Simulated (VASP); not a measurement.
# TiC in VASP: a series of runs

TiC is run at these levels: PBEsol; tasks: single point.

Everything below comes from runs of VASP 6.6.1. Logs are shortened: lines on timing, memory, paths and dates and some standing lists are left out, and cuts for length are marked.

## Step 1: The cell of the first run

The cell holds a slab with vacuum, 14 atoms: a = 3.036 Å, b = 3.036 Å, c = 28.879 Å, α = 90.00°, β = 90.00°, γ = 90.00°.

## Step 2: Single point, PBEsol

File INCAR:

```
SYSTEM = TiC
PREC = Accurate
ENCUT = 520
EDIFF = 1E-7
ISMEAR = 0
SIGMA = 0.1
LREAL = .False.
LASPH = .True.
NELM = 100
ALGO = Normal
ISIF = 2
LWAVE = .False.
LCHARG = .False.
LDIPOL = .True.
IDIPOL = 3
DIPOL = 0.5 0.5 0.500
GGA = PS
NBANDS = 69
```

File KPOINTS:

```
Automatic mesh
0
Gamma
  10 10 1
  0 0 0
```

File POSCAR:

```
TiC
1.0
    3.0355752600      0.0000000000      0.0000000000
    0.0000000000      3.0355752600      0.0000000000
    0.0000000000      0.0000000000     28.8788551070
Ti C
7 7
Direct
    0.5000000000      0.5000000000      0.2770192922
    0.0000000000      0.0000000000      0.3513461948
    0.5000000000      0.5000000000      0.4256730974
    0.0000000000      0.0000000000      0.5000000000
    0.5000000000      0.5000000000      0.5743269026
    0.0000000000      1.0000000000      0.6486538052
    0.5000000000      0.5000000000      0.7229807078
    0.0000000000      1.0000000000      0.2770192922
    0.5000000000      0.5000000000      0.3513461948
    0.0000000000      1.0000000000      0.4256730974
    0.5000000000      0.5000000000      0.5000000000
    1.0000000000      0.0000000000      0.5743269026
    0.5000000000      0.5000000000      0.6486538052
    0.0000000000      1.0000000000      0.7229807078
```

Potentials or basis: VASP PAW PBE potentials, release 64 (Ti_sv, C).

Started as:

```
$ cat potpaw_PBE.64/Ti_sv/POTCAR potpaw_PBE.64/C/POTCAR > POTCAR
$ mpirun -np 1 vasp_std > vasp.out
```

OUTCAR:

```text
SYSTEM = TiC
   PREC = Accurate
   ENCUT = 520
   EDIFF = 1E-7
   ISMEAR = 0
   LREAL = .False.
   LASPH = .True.
   NELM = 100
   ISIF = 2
   GGA = PS

 ion  position               nearest neighbor table
   1  0.500  0.500  0.277-   9 2.15   8 2.15   8 2.15   8 2.15   8 2.15
   2  0.000  0.000  0.351-   8 2.15  10 2.15   9 2.15   9 2.15   9 2.15   9 2.15
   3  0.500  0.500  0.426-   9 2.15  11 2.15  10 2.15  10 2.15  10 2.15  10 2.15
   4  0.000  0.000  0.500-  10 2.15  12 2.15  11 2.15  11 2.15  11 2.15  11 2.15
   5  0.500  0.500  0.574-  11 2.15  13 2.15  12 2.15  12 2.15  12 2.15  12 2.15
   6  0.000  0.000  0.649-  12 2.15  14 2.15  13 2.15  13 2.15  13 2.15  13 2.15
   7  0.500  0.500  0.723-  13 2.15  14 2.15  14 2.15  14 2.15  14 2.15
   8  0.000  0.000  0.277-   2 2.15   1 2.15   1 2.15   1 2.15   1 2.15
   9  0.500  0.500  0.351-   1 2.15   3 2.15   2 2.15   2 2.15   2 2.15   2 2.15
  10  0.000  0.000  0.426-   2 2.15   4 2.15   3 2.15   3 2.15   3 2.15   3 2.15
  11  0.500  0.500  0.500-   3 2.15   5 2.15   4 2.15   4 2.15   4 2.15   4 2.15
  12  0.000  0.000  0.574-   4 2.15   6 2.15   5 2.15   5 2.15   5 2.15   5 2.15
  13  0.500  0.500  0.649-   5 2.15   7 2.15   6 2.15   6 2.15   6 2.15   6 2.15
  14  0.000  0.000  0.723-   6 2.15   7 2.15   7 2.15   7 2.15   7 2.15

  LATTYP: Found a simple tetragonal cell.
 ALAT       =     3.0355752600
 C/A-ratio  =     9.5134703091

  Lattice vectors:

 A1 = (   3.0355752600,   0.0000000000,   0.0000000000)
 A2 = (   0.0000000000,   3.0355752600,   0.0000000000)
 A3 = (   0.0000000000,   0.0000000000,  28.8788551070)

Analysis of symmetry for initial positions (statically):
=====================================================================
 Subroutine PRICEL returns:
 Original cell was already a primitive cell.

 Routine SETGRP: Setting up the symmetry group for a
 simple tetragonal supercell.

 Subroutine GETGRP returns: Found 16 space group operations
 (whereof 16 operations were pure point group operations)
 out of a pool of 16 trial point group operations.

The static configuration has the point symmetry D_4h.

Analysis of symmetry for dynamics (positions and initial velocities):
=====================================================================
 Subroutine PRICEL returns:
 Original cell was already a primitive cell.

 Routine SETGRP: Setting up the symmetry group for a
 simple tetragonal supercell.

 Subroutine GETGRP returns: Found 16 space group operations
 (whereof 16 operations were pure point group operations)
 out of a pool of 16 trial point group operations.

The dynamic configuration has the point symmetry D_4h.

[... 142 lines left out ...]
   LORBIT       =      0    0 simple, 1 ext, 2 COOP (PROOUT), +10 PAW based schemes
   GGA     = PS    functional components
   LHFCALC =     F    Hartree Fock is set to
   AEXX    =    0.0000 exact exchange contribution
   IVDW    =     0    specifies the selected vdW correction
   LEPSILON=     F    determine dielectric tensor
   LRPA    =     F    only Hartree local field effects (RPA)
 non-spin polarized calculation
 Gauss-broadening in eV      SIGMA  =   0.10
  energy-cutoff  :      520.00
  volume of cell :      266.11
 maximum number of plane-waves:      7232
 NGX is ok and might be reduce to    24
   NGX = 11   NGY = 11   NGZ =107

 dipolmoment           0.000000      0.000000      0.000000 electrons x Angstroem

 number of electron     112.0000014 magnetization

 dipolmoment           0.000000      0.000000     -0.000000 electrons x Angstroem

 Free energy of the ion-electron system (eV)
  ---------------------------------------------------
  ext. energy  EPLUGINS =         0.00000000
  ---------------------------------------------------
  free energy    TOTEN  =      -136.29610355 eV

  energy without entropy =     -136.28438511  energy(sigma->0) =     -136.29024433

 E-fermi :   2.9773     XC(G=0):  -7.3973

 val. band max:        2.9709107622   @ k =   0.0000   0.0000   0.0000
 cond. band min:       3.0473117478   @ k =   0.4000   0.3000   0.0000
 fundamental gap:      0.0764009857
 Fermi energy:         2.9772624710

 k-point     1 :       0.0000    0.0000    0.0000
  band No.  band energies     occupation
      1     -53.2656      2.00000
      2     -53.2654      2.00000
      3     -53.2262      2.00000
      4     -53.1979      2.00000
      5     -53.1655      2.00000
      6     -53.1385      2.00000
[... 1480 lines left out ...]
     67       6.1940      0.00000
     68       6.1940      0.00000
 [bands above 68 left out]

------------------------ aborting loop because EDIFF is reached ----------------------------------------

 vacuum level on the upper side and lower side of the slab       (xc-potential included)        -0.073        -0.073

  FORCE on cell =-STRESS in cart. coord.  units (eV):
  Direction    XX          YY          ZZ          XY          YZ          ZX
  --------------------------------------------------------------------------------------
  -------------------------------------------------------------------------------------
  Total       -4.3906556     -4.3906556     -2.0662285      0.0000000      0.0000000      0.0000000
  in kB      -26.4349181    -26.4349181    -12.4401884      0.0000000      0.0000000      0.0000000
  external PRESSURE =     -21.7700082 kB  Pullay stress =       0.0000000 kB

 VOLUME and BASIS-vectors are now :
 -----------------------------------------------------------------------------
  energy-cutoff  :      520.00
  volume of cell :      266.11
      direct lattice vectors                 reciprocal lattice vectors
     3.035575260  0.000000000  0.000000000     0.329426851  0.000000000  0.000000000
     0.000000000  3.035575260  0.000000000     0.000000000  0.329426851  0.000000000
     0.000000000  0.000000000 28.878855107     0.000000000  0.000000000  0.034627412

 POSITION                                       TOTAL-FORCE (eV/Angst)
 -----------------------------------------------------------------------------------
      1.51779      1.51779      8.00000         0.000000      0.000000      1.458836
      0.00000      0.00000     10.14648        -0.000000      0.000000      0.299886
      1.51779      1.51779     12.29295        -0.000000     -0.000000      0.103223
      0.00000      0.00000     14.43943         0.000000      0.000000     -0.000000
      1.51779      1.51779     16.58590         0.000000     -0.000000     -0.103223
      0.00000      0.00000     18.73238         0.000000      0.000000     -0.299886
      1.51779      1.51779     20.87886        -0.000000     -0.000000     -1.458836
      0.00000      0.00000      8.00000         0.000000      0.000000     -1.006899
      1.51779      1.51779     10.14648         0.000000      0.000000     -0.703308
      0.00000      0.00000     12.29295         0.000000      0.000000     -0.185848
      1.51779      1.51779     14.43943         0.000000      0.000000     -0.000000
      0.00000      0.00000     16.58590         0.000000      0.000000      0.185848
      1.51779      1.51779     18.73238         0.000000      0.000000      0.703308
      0.00000      0.00000     20.87886         0.000000      0.000000      1.006899
 -----------------------------------------------------------------------------------
    total drift:                                0.000000      0.000000     -0.000000

  FREE ENERGIE OF THE ION-ELECTRON SYSTEM (eV)
  ---------------------------------------------------
  free  energy   TOTEN  =      -136.2961035484 eV

  energy  without entropy=     -136.2843851106  energy(sigma->0) =     -136.29024433

 vacuum level on the upper side and lower side of the slab         7.121         7.121
```

OSZICAR:

```text
N       E                     dE             d eps       ncg     rms          rms(c)
DAV:   1     0.163022997819E+04    0.16302E+04   -0.57399E+04  3066   0.179E+03
DAV:   2     0.113046007831E+03   -0.15172E+04   -0.14710E+04  2958   0.569E+02
DAV:   3    -0.139254284431E+03   -0.25230E+03   -0.24362E+03  4228   0.203E+02
[... 23 lines left out ...]
DAV:  27    -0.136296101139E+03   -0.31288E-05   -0.21724E-07  2420   0.156E-03    0.282E-04
DAV:  28    -0.136296103107E+03   -0.19675E-05   -0.16957E-07  2300   0.999E-04    0.155E-04
DAV:  29    -0.136296103366E+03   -0.25944E-06   -0.15745E-08  2204   0.563E-04    0.827E-05
DAV:  30    -0.136296103486E+03   -0.12036E-06   -0.64109E-09  1956   0.291E-04    0.569E-05
DAV:  31    -0.136296103548E+03   -0.61980E-07   -0.54566E-09  1940   0.264E-04
   1 F= -.13629610E+03 E0= -.13629024E+03  d E =-.117184E-01
```

stdout:

```text
POSCAR found type information on POSCAR TiC
 POSCAR found :  2 types and      14 ions
 scaLAPACK will be used
 -----------------------------------------------------------------------------
|                                                                             |
|                                                                             |
|     You enforced a specific xc type in the INCAR file but a different       |
|     I HOPE YOU KNOW WHAT YOU ARE DOING!                                     |
|                                                                             |
 -----------------------------------------------------------------------------

 LDA part: xc-table for (Slater+PW92), standard interpolation
 POSCAR, INCAR and KPOINTS ok, starting setup
 FFT: planning ... GRIDC
 FFT: planning ... GRID_SOFT
 FFT: planning ... GRID
 WAVECAR not read
 entering main loop
```

Wall time 17 min (1 thread of Intel Xeon 6975P-C, shared host); peak memory 0.51 GiB.

What came out:

```yaml
Free_energy: -136.2961 eV
Largest_force: 1.459 eV/Å
Band_gap_on_the_k_mesh: zero (band 56 reaches 3.29 eV, above the bottom of band 57 at 2.59 eV)
```

Forces in eV/Å, atoms in the order of the input:
```
Ti   0.000  0.000  1.459
Ti   0.000  0.000  0.300
Ti   0.000  0.000  0.103
Ti   0.000  0.000  0.000
Ti   0.000  0.000 -0.103
Ti   0.000  0.000 -0.300
Ti   0.000  0.000 -1.459
C    0.000  0.000 -1.007
C    0.000  0.000 -0.703
C    0.000  0.000 -0.186
C    0.000  0.000  0.000
C    0.000  0.000  0.186
C    0.000  0.000  0.703
C    0.000  0.000  1.007
```

Levels at points of the mesh, in eV from the Fermi level:
```
           k point  band 53  band 54  band 55  band 56  band 57  band 58  band 59  band 60
(0.00, 0.00, 0.00)    -0.04    -0.03    -0.01     0.17     0.17     0.38     0.49     0.49
(0.50, 0.00, 0.00)    -2.32    -2.30    -2.28    -2.27     2.30     2.34     2.34     2.39
(0.50, 0.50, 0.00)    -0.57    -0.57    -0.41    -0.41    -0.06     0.40     0.76     0.76
```

Caveat: the PAW data sets were made with another functional, which shifts forces and pressure a little.

## Step 3: Single point, PBEsol

This run uses another cell than the first one, of 19.29 Å³/atom, 1.015 times its volume.

File INCAR:

```
  ALGO = Normal
  DIPOL = 0.5 0.5 0.500
  EDIFF = 1E-6
  ENCUT = 520
  GGA = PS
  IDIPOL = 3
  ISIF = 2
  ISMEAR = 0
  LASPH = T
  LCHARG = F
  LDIPOL = T
  LREAL = F
  LWAVE = F
  NBANDS = 69
  NELM = 80
  PREC = Accurate
  SIGMA = 0.1
```

File KPOINTS:

```
k-points
0
Gamma
  10 10 1
```

File POSCAR:

```
TiC
1.0
    3.0537113450      0.0000000000      0.0000000000
    0.0000000000      3.0537113450      0.0000000000
    0.0000000000      0.0000000000     28.9558000000
Ti C
7 7
Direct
    0.5000000000      0.5000000000      0.2807958499
    0.0000000000      0.0000000000      0.3528122050
    0.5000000000      0.5000000000      0.4262858720
    0.0000000000      0.0000000000      0.4999999994
    0.5000000000      0.5000000000      0.5737141193
    0.0000000000      0.0000000000      0.6471877982
    0.5000000000      0.5000000000      0.7192041523
    0.0000000000      0.0000000000      0.2770588847
    0.5000000000      0.5000000000      0.3517655840
    1.0000000000      0.0000000000      0.4257857146
    0.5000000000      0.5000000000      0.5000000139
    0.0000000000      0.0000000000      0.5742142677
    0.5000000000      0.5000000000      0.6482344077
    0.0000000000      1.0000000000      0.7229411313
```

Potentials or basis: VASP PAW PBE potentials, release 64 (Ti_sv, C).

Started as:

```
$ cat potpaw_PBE.64/Ti_sv/POTCAR potpaw_PBE.64/C/POTCAR > POTCAR
$ mpirun -np 1 vasp_std > vasp.out
```

Wall time 9.8 min (1 thread of Intel Xeon Platinum 8488C (Sapphire Rapids), shared host); peak memory 0.5 GiB.

The run converged. Its results:

```yaml
Free_energy: -136.3954 eV
Largest_force: 0.013 eV/Å
Band_gap_on_the_k_mesh: zero (band 56 reaches 2.91 eV, above the bottom of band 57 at 2.24 eV)
```

Forces in eV/Å, atoms in the order of the input:
```
Ti   0.000  0.000 -0.009
Ti   0.000  0.000 -0.001
Ti   0.000  0.000 -0.001
Ti   0.000  0.000  0.000
Ti   0.000  0.000  0.001
Ti   0.000  0.000  0.001
Ti   0.000  0.000  0.009
C    0.000  0.000 -0.013
C    0.000  0.000  0.000
C    0.000  0.000 -0.009
C    0.000  0.000  0.000
C    0.000  0.000  0.009
C    0.000  0.000  0.000
C    0.000  0.000  0.013
```

Levels at points of the mesh, in eV from the Fermi level:
| k point | band 52 | band 53 | band 54 | band 55 | band 56 | band 57 | band 58 | band 59 | band 60 | band 61 |
| --- | --- | --- | --- | --- | --- | --- | --- | --- | --- | --- |
| (0.00, 0.00, 0.00) | -0.09 | -0.09 | -0.03 | 0.11 | 0.21 | 0.21 | 0.55 | 0.60 | 0.60 | 0.74 |
| (0.50, 0.00, 0.00) | -2.56 | -2.06 | -2.05 | -2.05 | -2.04 | 2.30 | 2.36 | 2.44 | 2.45 | 2.57 |
| (0.50, 0.50, 0.00) | -0.79 | -0.79 | -0.65 | -0.65 | -0.61 | 0.18 | 0.56 | 0.91 | 0.91 | 1.97 |

Caveat: the PAW data sets were made with another functional, which shifts forces and pressure a little.

## Step 4: Single point, PBEsol

File INCAR:

```
PREC = Accurate
ENCUT = 520
EDIFF = 1E-7
ISMEAR = 0
SIGMA = 0.1
LREAL = False
LASPH = True
NELM = 100
ALGO = Normal
ISIF = 2
LWAVE = False
LCHARG = True
LDIPOL = True
IDIPOL = 3
DIPOL = 0.5 0.5 0.500
GGA = PS
LELF = True
LVHAR = True
LVACPOTAV = True
NBANDS = 69
```

File KPOINTS:

```
Automatic mesh
0
Gamma
  10 10 1
```

File POSCAR:

```
TiC
1.0
    3.0355752600      0.0000000000      0.0000000000
    0.0000000000      3.0355752600      0.0000000000
    0.0000000000      0.0000000000     28.8788551070
Ti C
7 7
Direct
    0.5000000000      0.5000000000      0.2796182932
    0.0000000000      0.0000000000      0.3520907830
    0.5000000000      0.5000000000      0.4259359085
    0.0000000000      0.0000000000      0.4999999949
    0.5000000000      0.5000000000      0.5740640958
    0.0000000000      1.0000000000      0.6479092234
    0.5000000000      0.5000000000      0.7203817049
    0.0000000000      1.0000000000      0.2758024251
    0.5000000000      0.5000000000      0.3509976025
    0.0000000000      1.0000000000      0.4254091024
    0.5000000000      0.5000000000      0.4999999883
    1.0000000000      0.0000000000      0.5745909032
    0.5000000000      0.5000000000      0.6490024084
    0.0000000000      1.0000000000      0.7241975663
```

Started as:

```
$ cat potpaw_PBE.64/Ti_sv/POTCAR potpaw_PBE.64/C/POTCAR > POTCAR
$ mpirun -np 1 vasp_std > vasp.out
```

Wall time 15 min (1 thread of Intel Xeon Platinum 8488C (Sapphire Rapids), shared host); peak memory 0.48 GiB.

The run converged. Its results:

- Free energy: -136.4618 eV
- Largest force: 0.012 eV/Å
- Band gap on the k mesh: zero (band 56 reaches 3.05 eV, above the bottom of band 57 at 2.33 eV)

Forces on the atoms (eV/Å):
```
Ti   0.000  0.000 -0.012
Ti   0.000  0.000 -0.005
Ti   0.000  0.000 -0.001
Ti   0.000  0.000  0.000
Ti   0.000  0.000  0.001
Ti   0.000  0.000  0.005
Ti   0.000  0.000  0.012
C    0.000  0.000 -0.011
C    0.000  0.000  0.002
C    0.000  0.000 -0.007
C    0.000  0.000  0.000
C    0.000  0.000  0.007
C    0.000  0.000 -0.002
C    0.000  0.000  0.011
```

Levels at points of the mesh, in eV from the Fermi level:
```csv
k point,band 53,band 54,band 55,band 56,band 57,band 58,band 59,band 60
"(0.00, 0.00, 0.00)",-0.03,-0.03,0.09,0.27,0.27,0.52,0.64,0.64
"(0.50, 0.00, 0.00)",-2.10,-2.09,-2.08,-2.07,2.35,2.40,2.48,2.49
"(0.50, 0.50, 0.00)",-0.79,-0.67,-0.67,-0.62,0.19,0.55,0.89,0.89
```

Caveat: the PAW data sets were made with another functional, which shifts forces and pressure a little.
